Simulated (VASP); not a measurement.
Input of a VASP 6.6.1 run:

File INCAR:

```
SYSTEM = BePt
PREC = Accurate
ENCUT = 600
EDIFF = 1E-7
ISMEAR = 0
SIGMA = 0.1
LREAL = .False.
LASPH = .True.
NELM = 100
ALGO = Fast
ISIF = 3
LWAVE = .False.
LCHARG = .False.
GGA = PE
IBRION = 2
NSW = 90
EDIFFG = -0.04
```

Contents of KPOINTS:

```
Automatic mesh
0
Gamma
  6 6 6
  0 0 0
```

POSCAR

```
BePt
1.0
    1.2606771920      0.7278523162      4.0154903154
   -1.2606771920      0.7278523162      4.0154903154
    0.0000000000     -1.4557046323      4.0154903154
Be Pt
1 1
Direct
    0.0000000000      0.0000000000      0.0000000000
    0.5000000000      0.5000000000      0.5000000000
```

Potentials or basis: VASP PAW PBE potentials, release 64 (Be, Pt).

Command:

```console
$ cat potpaw_PBE.64/Be/POTCAR potpaw_PBE.64/Pt/POTCAR > POTCAR
$ mpirun -np 1 vasp_std > vasp.out
```

Predict the space group after relaxing (to 0.05 Å).

R-3m (No. 166).

What does it give for the band gap on the k mesh?

Zero (band 6 reaches 10.37 eV, above the bottom of band 7 at 7.31 eV).

Step by step:
```tsv
step	energy change (eV)	largest force (eV/Å)	pressure (GPa)	volume (Å³)
1	0.0000	0.0000	40.73	22.11
2	0.0701	0.0000	-27.25	31.89
3	-0.6028	0.0000	-8.14	26.00
4	-0.6039	0.0000	-7.28	25.87
5	-0.6041	0.0000	-6.65	25.78
6	-0.7203	0.0000	0.90	24.50
7	-0.7247	0.0000	2.82	24.22
8	-0.7287	0.0000	-1.38	24.73
9	-0.7295	0.0000	-0.19	24.58
```

Caveat: the k points lie up to 0.44 Å⁻¹ apart in the final cell; spin-orbit coupling is left out, which moves the levels of the heavy elements.
